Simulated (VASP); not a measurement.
# Rh (P6_3/mmc) in VASP: single point with PBE

Aim: the single point of Rh with PBE.

Program: VASP 6.6.1. These are calculated values, not measurements. Logs are shortened: lines on timing, memory, paths and dates and some standing lists are left out, and cuts for length are marked.

### 1 The cell of the first run

It takes space group P6_3/mmc (No. 194, hexagonal). Conventional cell: a = 2.724 Å, b = 2.724 Å, c = 4.391 Å, α = 90.00°, β = 90.00°, γ = 120.00°. Rh (site symmetry -6m2) has 12 Rh at 2.70 to 2.72 Å within 3.6 Å.

### 2 Single point, PBE, non-collinear spin, zero start, spin-orbit coupling

Contents of INCAR:

```
SYSTEM = Rh
ALGO = Normal
EDIFF = 1E-6
ENCUT = 520
GGA = PE
GGA_COMPAT = .False.
ISIF = 2
ISMEAR = -1
LASPH = .True.
LCHARG = .False.
LMAXMIX = 4
LORBIT = 11
LORBMOM = .True.
LREAL = .False.
LSORBIT = .True.
LWAVE = .False.
MAGMOM = 0 0 0 0 0 0
NBANDS = 42
NELM = 150
PREC = Accurate
SIGMA = 0.05
```

Contents of KPOINTS:

```
k-points
0
Gamma
  17 17 10
  0 0 0
```

Contents of POSCAR:

```
Rh
1.0
    2.7244383188      0.0000000000      0.0000000000
   -1.3622191594      2.3594327952      0.0000000000
    0.0000000000      0.0000000000      4.3911382459
Rh
2
Direct
    0.3333333333      0.6666666667      0.2500000000
    0.6666666667      0.3333333333      0.7500000000
```

Potentials or basis: VASP PAW PBE potentials, release 64 (Rh_pv).

Command:

```bash
> cat potpaw_PBE.64/Rh_pv/POTCAR > POTCAR
> mpirun -np 1 vasp_ncl > vasp.out
```

OUTCAR:

```text
SYSTEM = Rh
   EDIFF = 1E-6
   ENCUT = 520
   GGA = PE
   ISIF = 2
   ISMEAR = -1
   LASPH = .True.
   LORBIT = 11
   LREAL = .False.
   LSORBIT = .True.
   NELM = 150
   PREC = Accurate

 ion  position               nearest neighbor table
   1  0.333  0.667  0.250-   2 2.70   2 2.70   2 2.70   2 2.70   2 2.70   2 2.70
   2  0.667  0.333  0.750-   1 2.70   1 2.70   1 2.70   1 2.70   1 2.70   1 2.70

  LATTYP: Found a hexagonal cell.
 ALAT       =     2.7244383188
 C/A-ratio  =     1.6117590975

  Lattice vectors:

 A1 = (   2.7244383188,   0.0000000000,   0.0000000000)
 A2 = (  -1.3622191594,   2.3594327952,   0.0000000000)
 A3 = (   0.0000000000,   0.0000000000,   4.3911382459)

Analysis of symmetry for initial positions (statically):
=====================================================================
 Subroutine PRICEL returns:
 Original cell was already a primitive cell.

 Routine SETGRP: Setting up the symmetry group for a
 hexagonal supercell.

 Subroutine GETGRP returns: Found 24 space group operations
 (whereof 12 operations were pure point group operations)
 out of a pool of 24 trial point group operations.

The static configuration has the point symmetry D_3d.
 The point group associated with its full space group is D_6h.

Analysis of symmetry for dynamics (positions and initial velocities):
=====================================================================
 Subroutine PRICEL returns:
 Original cell was already a primitive cell.

 Routine SETGRP: Setting up the symmetry group for a
 hexagonal supercell.

 Subroutine GETGRP returns: Found 24 space group operations
 (whereof 12 operations were pure point group operations)
 out of a pool of 24 trial point group operations.

The dynamic configuration has the point symmetry D_3d.
 The point group associated with its full space group is D_6h.

Analysis of structural, dynamic, and magnetic symmetry:
=====================================================================
 Subroutine PRICEL returns:
 Original cell was already a primitive cell.

 Routine SETGRP: Setting up the symmetry group for a
 hexagonal supercell.

 Subroutine GETGRP returns: Found 24 space group operations
 (whereof 12 operations were pure point group operations)
 out of a pool of 24 trial point group operations.

The overall configuration has the point symmetry D_3d.
 The point group associated with its full space group is D_6h.

 Subroutine INISYM returns: Found 24 space group operations
 (whereof 12 operations are pure point group operations),
 and found     1 'primitive' translations

----------------------------------------------------------------------------------------

                                     Primitive cell

  volume of cell :      28.2268

  direct lattice vectors                    reciprocal lattice vectors
     2.724438319  0.000000000  0.000000000     0.367048134  0.211915339  0.000000000
    -1.362219159  2.359432795  0.000000000     0.000000000  0.423830677  0.000000000
     0.000000000  0.000000000  4.391138246     0.000000000  0.000000000  0.227731386

  length of vectors
     2.724438319  2.724438319  4.391138246     0.423830677  0.423830677  0.227731386

  position of ions in fractional coordinates (direct lattice)
     0.333333333  0.666666667  0.250000000
     0.666666667  0.333333333  0.750000000

  ion indices of the primitive-cell ions
   primitive index   ion index
                 1           1
                 2           2

----------------------------------------------------------------------------------------

 KPOINTS: k-points

Automatic generation of k-mesh.
 Grid dimensions read from file:
 generate k-points for:   17   17   10

 Generating k-lattice:

[... 92 lines left out ...]
  energy-cutoff  :      520.00
  volume of cell :       28.23
 maximum number of plane-waves:      1556
   NGX = 11   NGY = 11   NGZ = 17

 number of electron      30.0000011 magnetization      -0.0000000      0.0000000      0.0000000

 number of electron      30.0000011 magnetization      -0.0000000     -0.0000000     -0.0000000

 number of electron      30.0000011 magnetization       0.0000000      0.0000000      0.0000000

 number of electron      30.0000011 magnetization       0.0000000     -0.0000000     -0.0000000

 Free energy of the ion-electron system (eV)
  ---------------------------------------------------
  ext. energy  EPLUGINS =         0.00000000
  ---------------------------------------------------
  free energy    TOTEN  =       -14.76595183 eV

  energy without entropy =      -14.73765886  energy(sigma->0) =      -14.75180535

 E-fermi :  11.5327     XC(G=0): -13.8611

 val. band max:       11.5246858352   @ k =   0.3529   0.0588   0.1000
 cond. band min:      11.5357134442   @ k =   0.3529   0.2941   0.1000
 fundamental gap:      0.0110276089
 Fermi energy:        11.5327037509

 k-point     1 :       0.0000    0.0000    0.0000
  band No.  band energies     occupation
      1     -37.7371      1.00000
      2     -37.7371      1.00000
      3     -37.4681      1.00000
      4     -37.4681      1.00000
      5     -34.1435      1.00000
      6     -34.1435      1.00000
[... 1069 lines left out ...]
     41      24.4171      0.00000
     42      24.4171      0.00000

 [... further k-points ...]
[... 5 lines left out ...]
  --------------------------------------------------------------------------------------
  -------------------------------------------------------------------------------------
  Total        0.0313360      0.0313360      0.0298592      0.0000000      0.0000000      0.0000000
  in kB        1.7786586      1.7786586      1.6948331      0.0000000      0.0000000      0.0000000
  external PRESSURE =       1.7507168 kB  Pullay stress =       0.0000000 kB

 VOLUME and BASIS-vectors are now :
 -----------------------------------------------------------------------------
  energy-cutoff  :      520.00
  volume of cell :       28.23
      direct lattice vectors                 reciprocal lattice vectors
     2.724438319  0.000000000  0.000000000     0.367048134  0.211915339  0.000000000
    -1.362219159  2.359432795  0.000000000     0.000000000  0.423830677  0.000000000
     0.000000000  0.000000000  4.391138246     0.000000000  0.000000000  0.227731386

 POSITION                                       TOTAL-FORCE (eV/Angst)
 -----------------------------------------------------------------------------------
     -0.00000      1.57296      1.09778        -0.000000      0.000000      0.000000
      1.36222      0.78648      3.29335         0.000000     -0.000000      0.000000
 -----------------------------------------------------------------------------------
    total drift:                                0.000000     -0.000000      0.000000

  FREE ENERGIE OF THE ION-ELECTRON SYSTEM (eV)
  ---------------------------------------------------
  free  energy   TOTEN  =       -14.7659518324 eV

  energy  without entropy=      -14.7376588647  energy(sigma->0) =      -14.75180535

 orbital moment (x)

 # of ion     p       d       tot
 ----------------------------------------
  1         0.000   0.000   0.000
  2         0.000   0.000   0.000
 ----------------------------------------
            0.000   0.000   0.000

 orbital moment (y)

 # of ion     p       d       tot
 ----------------------------------------
  1         0.000   0.000   0.000
  2         0.000   0.000   0.000
 ----------------------------------------
            0.000   0.000   0.000

 orbital moment (z)

 # of ion     p       d       tot
 ----------------------------------------
  1         0.000   0.000   0.000
  2         0.000   0.000   0.000
 ----------------------------------------
            0.000   0.000   0.000

 Spin-Orbit-Coupling matrix elements

 Ion:    1  E_soc:     -0.3113896
 l=   1
     0.0000000    -0.0413077    -0.0413544
    -0.0413077     0.0000000    -0.0413077
    -0.0413544    -0.0413077     0.0000000
 l=   2
     0.0000000    -0.0022150     0.0000000    -0.0022150    -0.0084707
    -0.0022150     0.0000000    -0.0061048    -0.0021849    -0.0022150
     0.0000000    -0.0061048     0.0000000    -0.0061048     0.0000000
    -0.0022150    -0.0021849    -0.0061048     0.0000000    -0.0022150
    -0.0084707    -0.0022150     0.0000000    -0.0022150     0.0000000
 l=   3
     0.0000000     0.0000000     0.0000000     0.0000000     0.0000000     0.0000000     0.0000000
     0.0000000     0.0000000     0.0000000     0.0000000     0.0000000     0.0000000     0.0000000
     0.0000000     0.0000000     0.0000000     0.0000000     0.0000000     0.0000000     0.0000000
     0.0000000     0.0000000     0.0000000     0.0000000     0.0000000     0.0000000     0.0000000
     0.0000000     0.0000000     0.0000000     0.0000000     0.0000000     0.0000000     0.0000000
     0.0000000     0.0000000     0.0000000     0.0000000     0.0000000     0.0000000     0.0000000
     0.0000000     0.0000000     0.0000000     0.0000000     0.0000000     0.0000000     0.0000000

 Ion:    2  E_soc:     -0.3113896
 l=   1
     0.0000000    -0.0413077    -0.0413544
    -0.0413077     0.0000000    -0.0413077
    -0.0413544    -0.0413077     0.0000000
 l=   2
     0.0000000    -0.0022150     0.0000000    -0.0022150    -0.0084707
    -0.0022150     0.0000000    -0.0061048    -0.0021849    -0.0022150
     0.0000000    -0.0061048     0.0000000    -0.0061048     0.0000000
    -0.0022150    -0.0021849    -0.0061048     0.0000000    -0.0022150
    -0.0084707    -0.0022150     0.0000000    -0.0022150     0.0000000
 l=   3
     0.0000000     0.0000000     0.0000000     0.0000000     0.0000000     0.0000000     0.0000000
     0.0000000     0.0000000     0.0000000     0.0000000     0.0000000     0.0000000     0.0000000
     0.0000000     0.0000000     0.0000000     0.0000000     0.0000000     0.0000000     0.0000000
     0.0000000     0.0000000     0.0000000     0.0000000     0.0000000     0.0000000     0.0000000
     0.0000000     0.0000000     0.0000000     0.0000000     0.0000000     0.0000000     0.0000000
     0.0000000     0.0000000     0.0000000     0.0000000     0.0000000     0.0000000     0.0000000
     0.0000000     0.0000000     0.0000000     0.0000000     0.0000000     0.0000000     0.0000000

 total charge

# of ion       s       p       d       tot
------------------------------------------
    1        0.399   6.287   7.060  13.746
    2        0.399   6.287   7.060  13.746
--------------------------------------------------
tot          0.797  12.575  14.119  27.491

 magnetization (x)

# of ion       s       p       d       tot
------------------------------------------
    1        0.000   0.000   0.000   0.000
    2        0.000   0.000   0.000   0.000
--------------------------------------------------
tot          0.000   0.000   0.000   0.000

 magnetization (y)

# of ion       s       p       d       tot
------------------------------------------
    1        0.000   0.000  -0.000  -0.000
    2        0.000   0.000  -0.000  -0.000
--------------------------------------------------
tot          0.000   0.000  -0.000  -0.000

 magnetization (z)

# of ion       s       p       d       tot
------------------------------------------
    1        0.000   0.000   0.000   0.000
    2        0.000   0.000   0.000   0.000
--------------------------------------------------
tot          0.000   0.000   0.000   0.000
```

It took 7.2 min on 1 thread of Intel Xeon Platinum 8259CL at 2.50GHz (Skylake/Cascade Lake), shared host; peak memory 0.42 GiB.

Results:

```
Free energy                                           : -14.7660 eV
Pressure                                              : 0.2 GPa
Net moment                                            : 0.00 μB per cell
Valence electrons inside the program's atomic spheres : Rh 13.75
```

Moments on the atoms (μB; x, y, z):
```
Rh  0.00 0.00 0.00
Rh  0.00 0.00 0.00
```
